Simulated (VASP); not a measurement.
Write the native input for VASP 6.6.1 that does the following.

```
Task                   : single point
Functional             : PBE
Potentials or basis    : VASP PAW PBE potentials, release 64 (In_d, Ru_pv)
Cutoff                 : 520 eV
k mesh                 : 4 × 4 × 4
Occupations            : gaussian, width 0.2 eV
Spin                   : no spin polarisation
Dipole correction      : no
Further INCAR settings : ALGO = Fast; EDIFF = 1e-06; NBANDS = 41
```

The structure of In4Ru lies in POSCAR:

```
In4Ru
1.0
   -4.0251193648      4.0251193648      2.6470026182
    4.0251193648     -4.0251193648      2.6470026182
    4.0251193648      4.0251193648     -2.6470026182
In Ru
4 1
Direct
    0.0000000000      0.6818579804      0.6818579804
    0.0000000000      0.3181420196      0.3181420196
    0.6818579804      0.0000000000      0.6818579804
    0.3181420196      0.0000000000      0.3181420196
    0.0000000000      0.0000000000      0.0000000000
```

These files were run (other wordings do the same):

INCAR

```
SYSTEM = In4Ru
PREC     = Accurate       ! precision mode
ENCUT    = 520            ! plane-wave cutoff, eV
EDIFF    = 1E-6           ! SCF threshold, eV
ISMEAR   = 0              ! smearing method
SIGMA    = 0.2            ! smearing width, eV
LREAL    = .FALSE.        ! projectors in reciprocal space
LASPH    = .TRUE.         ! aspherical terms in the spheres
NELM     = 80             ! most SCF steps
ALGO     = Fast           ! electronic algorithm
ISIF     = 2              ! what is computed and relaxed
LWAVE    = .FALSE.        ! write WAVECAR
LCHARG   = .FALSE.        ! write CHGCAR
GGA      = PE             ! functional
NBANDS   = 41             ! bands
```

KPOINTS

```
regular mesh
0
G
  4 4 4
  0 0 0
```

Potentials or basis: VASP PAW PBE potentials, release 64 (In_d, Ru_pv).

Run with:

```bash
$ cat potpaw_PBE.64/In_d/POTCAR potpaw_PBE.64/Ru_pv/POTCAR > POTCAR
$ mpirun -np 1 vasp_std > vasp.out
```

Results of the run:

```
Pressure               : 0.2 GPa
Largest force          : 0.038 eV/Å
Band gap on the k mesh : zero (band 33 reaches 4.19 eV, above the bottom of band 34 at 3.69 eV)
```

Caveat: spin-orbit coupling is left out, which moves the levels of the heavy elements.

Wall time 4.5 min on 1 thread of AMD EPYC 7R43 64-Core Processor (Zen 3), on a shared host, peak memory 0.33 GiB.
